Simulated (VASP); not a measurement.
Runs of VASP 6.6.1 on W. The structure is that of space group P6/mmm (No. 191), or close to it. The cells are those of the table. 

```tsv
task	cell	k mesh	cutoff (eV)	gap on the mesh (eV)	pressure (GPa)
single point	a = 4.707, b = 4.707, c = 2.621 Å, angles 90.0, 90.0, 120.0°, 3 atoms	9 × 9 × 13	520	none	0.6
relaxation of cell and atoms	relaxed from a = 4.474, b = 4.474, c = 2.743 Å, angles 90.0, 90.0, 120.0°, 3 atoms	8 × 8 × 11	600	none	0.0
single point	a = 4.888, b = 4.888, c = 2.722 Å, angles 90.0, 90.0, 120.0°, 3 atoms	9 × 9 × 13	520	none	-23.5
single point	a = 4.769, b = 4.769, c = 2.656 Å, angles 90.0, 90.0, 120.0°, 3 atoms	9 × 9 × 13	520	none	-9.2
single point	a = 4.511, b = 4.511, c = 2.512 Å, angles 90.0, 90.0, 120.0°, 3 atoms	9 × 9 × 13	520	none	(a)
```

Alike in all rows: level RPBE; potentials or basis VASP PAW PBE potentials, release 64 (W_sv); no spin polarisation; smearing fermi-dirac 0.1 eV.

Estimate the missing entries.

(a) 45.5.

Caveats: the PAW data sets were made with another functional, which shifts forces and pressure a little; spin-orbit coupling is left out, which moves the levels of the heavy elements.

A k mesh can miss the band edges, and the runs leave out spin-orbit coupling on W.

A gap of «none» marks levels without a gap at the run's occupations.
